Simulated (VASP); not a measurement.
# C (I4_1/amd) in VASP: single point with r2SCAN

Aim: the single point of C with r2SCAN.

All numbers are computed with VASP 6.6.1; they aren't measurements. Logs are shortened: lines on timing, memory, paths and dates and some standing lists are left out, and cuts for length are marked.

## (1) The cell of the first run

Symmetry: I4_1/amd, No. 141, tetragonal system. Conventional cell: a = 2.580 Å, b = 2.580 Å, c = 3.471 Å, α = 90.00°, β = 90.00°, γ = 90.00°. C (site symmetry -4m2) has 4 C at 1.55 Å within 2.1 Å.

## (2) Single point, r2SCAN (strain +0.025 along x and y, -0.025 along z)

Contents of POSCAR:

```
C
1.0
    0.0000000000      1.8246452496      1.7356381642
    1.8246452496      0.0000000000      1.7356381642
    1.8246452496      1.8246452496      0.0000000000
C
2
Direct
    0.5000000000      0.5000000000      0.5000000000
    0.7500000000      0.7500000000      0.7500000000
```

Contents of INCAR.step1:

```
ALGO = Normal ; EDIFF = 1E-5
ENCUT = 1430 ; GGA = PE
GGA_COMPAT = F ; ISMEAR = 0
LASPH = T ; LCHARG = F
LREAL = F ; LWAVE = T
NBANDS = 11 ; NELM = 120
PREC = Accurate ; SIGMA = 0.05
```

Contents of INCAR.step2:

```
ALGO = Normal ; EDIFF = 1E-6
ENCUT = 1430 ; GGA_COMPAT = F
ISIF = 2 ; ISMEAR = 0
ISTART = 1 ; LASPH = T
LCHARG = T ; LELF = T
LMIXTAU = T ; LREAL = F
LVHAR = T ; LWAVE = F
METAGGA = R2SCAN ; NBANDS = 11
NELM = 120 ; PREC = Accurate
SIGMA = 0.05
```

Contents of KPOINTS:

```
k-points
0
Gamma
  12 12 12
```

Potentials or basis: VASP PAW PBE potentials, release 64 (C_h).

Run with:

```bash
> cat potpaw_PBE.64/C_h/POTCAR > POTCAR
> cp INCAR.step1 INCAR
> mpirun -np 1 vasp_std > vasp.out
> cp INCAR.step2 INCAR
> mpirun -np 1 vasp_std > vasp.out
```

OUTCAR:

```text
EDIFF = 1E-6
   ENCUT = 1430
   ISIF = 2
   ISMEAR = 0
   ISTART = 1
   LASPH = T
   LREAL = F
   METAGGA = R2SCAN
   NELM = 120
   PREC = Accurate

 ion  position               nearest neighbor table
   1  0.500  0.500  0.500-
   2  0.750  0.750  0.750-

  LATTYP: Found a body centered tetragonal cell.
 ALAT       =     2.5804380585
 C/A-ratio  =     1.3452275349

  Lattice vectors:

 A1 = (   0.0000000000,  -1.8246452496,  -1.7356381642)
 A2 = (   0.0000000000,   1.8246452496,  -1.7356381642)
 A3 = (   1.8246452496,   0.0000000000,   1.7356381642)

Analysis of symmetry for initial positions (statically):
=====================================================================
 Subroutine PRICEL returns:
 Original cell was already a primitive cell.

 Routine SETGRP: Setting up the symmetry group for a
 body centered tetragonal supercell.

 Subroutine GETGRP returns: Found 16 space group operations
 (whereof  8 operations were pure point group operations)
 out of a pool of 16 trial point group operations.

The static configuration has the point symmetry D_2d.
 The point group associated with its full space group is D_4h.

Analysis of symmetry for dynamics (positions and initial velocities):
=====================================================================
 Subroutine PRICEL returns:
 Original cell was already a primitive cell.

 Routine SETGRP: Setting up the symmetry group for a
 body centered tetragonal supercell.

 Subroutine GETGRP returns: Found 16 space group operations
 (whereof  8 operations were pure point group operations)
 out of a pool of 16 trial point group operations.

The dynamic configuration has the point symmetry D_2d.
 The point group associated with its full space group is D_4h.

 Subroutine INISYM returns: Found 16 space group operations
 (whereof  8 operations are pure point group operations),
 and found     1 'primitive' translations

----------------------------------------------------------------------------------------

                                     Primitive cell

  volume of cell :      11.5570

  direct lattice vectors                    reciprocal lattice vectors
     0.000000000  1.824645250  1.735638164    -0.274025869  0.274025869  0.288078478
     1.824645250  0.000000000  1.735638164     0.274025869 -0.274025869  0.288078478
     1.824645250  1.824645250  0.000000000     0.274025869  0.274025869 -0.288078478

  length of vectors
     2.518287141  2.518287141  2.580438059     0.482876343  0.482876343  0.482876343

  position of ions in fractional coordinates (direct lattice)
     0.500000000  0.500000000  0.500000000
     0.750000000  0.750000000  0.750000000

  ion indices of the primitive-cell ions
   primitive index   ion index
                 1           1
                 2           2

----------------------------------------------------------------------------------------

 KPOINTS: k-points

Automatic generation of k-mesh.
 Grid dimensions read from file:
 generate k-points for:   12   12   12

 Generating k-lattice:

  Cartesian coordinates                     Fractional coordinates (reciprocal lattice)
    -0.022835489  0.022835489  0.024006540     0.083333333  0.000000000  0.000000000
     0.022835489 -0.022835489  0.024006540     0.000000000  0.083333333  0.000000000
     0.022835489  0.022835489 -0.024006540     0.000000000  0.000000000  0.083333333

  Length of vectors
     0.040239695  0.040239695  0.040239695

  Shift w.r.t. Gamma in fractional coordinates (k-lattice)
     0.000000000  0.000000000  0.000000000

 Subroutine IBZKPT returns following result:
 ===========================================

 Found    163 irreducible k-points:

 Following reciprocal coordinates:
            Coordinates               Weight
  0.000000  0.000000  0.000000      1.000000
  0.083333 -0.000000  0.000000      8.000000
  0.166667  0.000000  0.000000      8.000000
  0.250000  0.000000  0.000000      8.000000
  0.333333  0.000000  0.000000      8.000000
  0.416667  0.000000  0.000000      8.000000
[... 16 lines left out ...]
  0.500000  0.166667  0.000000      8.000000
 -0.416667  0.166667  0.000000      8.000000
 [... further k-points ...]
   k-points           NKPTS =    163   k-points in BZ     NKDIM =    163   number of bands    NBANDS=     11
   number of dos      NEDOS =    301   number of ions     NIONS =      2
   total plane-waves  NPLWV =  32768
   dimension x,y,z NGX =    32 NGY =   32 NGZ =   32
   dimension x,y,z NGXF=    64 NGYF=   64 NGZF=   64
   ions per type =               2
   NGX,Y,Z   is equivalent  to a cutoff of  21.12, 21.12, 20.62 a.u.
   NGXF,Y,Z  is equivalent  to a cutoff of  42.25, 42.25, 41.23 a.u.
 SYSTEM =  unknown system
   PREC   = accura    normal or accurate (medium, high low for compatibility)
   ISTART =      1    job   : 0-new  1-cont  2-samecut
   ICHARG =      0    charge: 1-file 2-atom 10-const
   ISPIN  =      1    spin polarized calculation?
   LNONCOLLINEAR =      F non collinear calculations
   LSORBIT =      F    spin-orbit coupling
   LASPH  =      T    aspherical Exc in radial PAW
   ENCUT  = 1430.0 eV 105.10 Ry   10.25 a.u.   7.76  7.76  7.96*2*pi/ulx,y,z
   NELM   =    120;   NELMIN=  2; NELMDL=  0     # of ELM steps
   EDIFF  = 0.1E-05   stopping-criterion for ELM
   LREAL  =      F    real-space projection
   EDIFFG = 0.1E-04   stopping-criterion for IOM
   NSW    =      0    number of steps for IOM
   IBRION =     -1    ionic relax: 0-MD 1-quasi-New 2-CG
   NFREE  =      0    steps in history (QN), initial steepest desc. (CG)
   ISIF   =      2    stress and relaxation
   ISYM   =      2    0-nonsym 1-usesym 2-fastsym
   POTIM  = 0.5000    time-step for ionic-motion
   TEBEG  =    0.0;   TEEND  =   0.0 temperature during run
   PSTRESS=    0.0 pullay stress
   NELECT =       8.0000    total number of electrons
   NUPDOWN=      -1.0000    fix difference up-down
   EMIN   =  10.00;   EMAX   =-10.00  energy-range for DOS
   EFERMI =   0.00;   METHOD = LEGACY
   ISMEAR =     0;   SIGMA  =   0.05  broadening in eV -4-tet -1-fermi 0-gaus
   EFERMI_NEDOS =   21; number of points for ismear=-14 and -15
   IALGO  =     38    algorithm
   IMIX   =      4    mixing-type and parameters
     AMIX     =   0.40;   BMIX     =  1.00
     AMIX_MAG =   1.60;   BMIX_MAG =  1.00
  volume/ion in A,a.u.               =       5.78        39.00
  Fermi-wavevector in a.u.,A,eV,Ry     =   1.448181  2.736665 28.534517  2.097228
  Thomas-Fermi vector in A             =   2.566051
   LORBIT       =      0    0 simple, 1 ext, 2 COOP (PROOUT), +10 PAW based schemes
   METAGGA = R2SCAN    functional components
   LHFCALC =     F    Hartree Fock is set to
   AEXX    =    0.0000 exact exchange contribution
   IVDW    =     0    specifies the selected vdW correction
   LEPSILON=     F    determine dielectric tensor
   LRPA    =     F    only Hartree local field effects (RPA)
 non-spin polarized calculation
 Gauss-broadening in eV      SIGMA  =   0.05
  energy-cutoff  :     1430.00
  volume of cell :       11.56
 maximum number of plane-waves:      1434
   NGX = 15   NGY = 15   NGZ = 15

 number of electron       8.0000000 magnetization

 Free energy of the ion-electron system (eV)
  ---------------------------------------------------
  ext. energy  EPLUGINS =         0.00000000
  ---------------------------------------------------
  free energy    TOTEN  =       -19.65677653 eV

  energy without entropy =      -19.65677653  energy(sigma->0) =      -19.65677653

 E-fermi :  11.3382     XC(G=0): -14.1709

 val. band max:       11.1135710785   @ k =   0.0000   0.0000   0.0000
 cond. band min:      14.1551805952   @ k =   0.3333   0.3333   0.0000
 fundamental gap:      3.0416095168
 Fermi energy:        11.3382435659

 k-point     1 :       0.0000    0.0000    0.0000
  band No.  band energies     occupation
      1     -11.7922      2.00000
      2      10.3745      2.00000
      3      10.3745      2.00000
      4      11.1136      2.00000
      5      16.0309      0.00000
      6      16.6929      0.00000
      7      16.6929      0.00000
      8      23.9868      0.00000
      9      30.7953      0.00000
     10      36.4722      0.00000
     11      38.3870      0.00000

 k-point     2 :       0.0833   -0.0000    0.0000
  band No.  band energies     occupation
      1     -11.5937      2.00000
      2       9.2656      2.00000
      3      10.0273      2.00000
      4      10.6148      2.00000
      5      16.4965      0.00000
      6      17.1158      0.00000
      7      17.4044      0.00000
      8      24.2071      0.00000
      9      31.1380      0.00000
     10      34.8100      0.00000
     11      36.1019      0.00000

 k-point     3 :       0.1667    0.0000    0.0000
  band No.  band energies     occupation
      1     -11.0009      2.00000
      2       6.6749      2.00000
      3       9.2612      2.00000
      4       9.8709      2.00000
      5      17.3960      0.00000
      6      18.0142      0.00000
      7      18.5630      0.00000
      8      24.8485      0.00000
      9      31.8276      0.00000
     10      33.4717      0.00000
     11      34.5013      0.00000

 k-point     4 :       0.2500    0.0000    0.0000
  band No.  band energies     occupation
      1     -10.0235      2.00000
      2       3.7327      2.00000
      3       8.4577      2.00000
      4       9.1593      2.00000
      5      18.1390      0.00000
      6      18.7931      0.00000
      7      19.4809      0.00000
      8      25.7501      0.00000
      9      32.1374      0.00000
     10      33.3805      0.00000
     11      34.1614      0.00000
[... 239 lines left out ...]
 k-point    22 :       0.4167    0.1667    0.0000
  band No.  band energies     occupation
      1      -7.3379      2.00000
      2       0.2573      2.00000
      3       5.9931      2.00000
      4       6.6701      2.00000
      5      16.9169      0.00000
      6      21.9841      0.00000
      7      22.3183      0.00000
      8      23.4136      0.00000
      9      33.0830      0.00000
     10      34.5611      0.00000
     11      38.9731      0.00000

 k-point    23 :       0.5000    0.1667    0.0000
  band No.  band energies     occupation
      1      -5.7623      2.00000
      2      -1.9759      2.00000
      3       5.9509      2.00000
      4       6.0462      2.00000
      5      17.3380      0.00000
      6      21.6818      0.00000
      7      22.5652      0.00000
      8      24.9450      0.00000
      9      31.9776      0.00000
     10      35.7647      0.00000
     11      38.2483      0.00000

 k-point    24 :      -0.4167    0.1667    0.0000
  band No.  band energies     occupation
      1      -5.5677      2.00000
      2      -2.2220      2.00000
      3       5.4294      2.00000
      4       6.4150      2.00000
      5      17.7238      0.00000
      6      21.2238      0.00000
      7      22.6099      0.00000
      8      26.5170      0.00000
      9      30.7924      0.00000
     10      35.6585      0.00000
     11      36.2729      0.00000

 [... further k-points ...]
[... 5 lines left out ...]
  --------------------------------------------------------------------------------------
  -------------------------------------------------------------------------------------
  Total       -1.8868126     -1.8868126      1.4196391      0.0000000      0.0000000      0.0000000
  in kB     -261.5732230   -261.5732230    196.8078752      0.0000000      0.0000000      0.0000000
  external PRESSURE =    -108.7795236 kB  Pullay stress =       0.0000000 kB

 VOLUME and BASIS-vectors are now :
 -----------------------------------------------------------------------------
  energy-cutoff  :     1430.00
  volume of cell :       11.56
      direct lattice vectors                 reciprocal lattice vectors
     0.000000000  1.824645250  1.735638164    -0.274025869  0.274025869  0.288078478
     1.824645250  0.000000000  1.735638164     0.274025869 -0.274025869  0.288078478
     1.824645250  1.824645250  0.000000000     0.274025869  0.274025869 -0.288078478

 POSITION                                       TOTAL-FORCE (eV/Angst)
 -----------------------------------------------------------------------------------
      1.82465      1.82465      1.73564         0.000000      0.000000     -0.000000
      2.73697      2.73697      2.60346        -0.000000     -0.000000      0.000000
 -----------------------------------------------------------------------------------
    total drift:                               -0.000000     -0.000000      0.000000

  FREE ENERGIE OF THE ION-ELECTRON SYSTEM (eV)
  ---------------------------------------------------
  free  energy   TOTEN  =       -19.6567765348 eV

  energy  without entropy=      -19.6567765348  energy(sigma->0) =      -19.65677653
```

It took 11 min on 1 thread of AMD EPYC 7R43 (Zen 3), shared host; peak memory 0.19 GiB.

What came out:

* Free energy: -19.6568 eV
* Pressure: -10.9 GPa
* Band gap on the k mesh: 3.04 eV (least direct gap 4.92 eV)

Caveat: the cell differs from its parent crystal (strain +0.025 along x and y, -0.025 along z); the stress differs along the axes, from -26 to 20 GPa; the PAW data sets were made with another functional, which shifts forces and pressure a little.
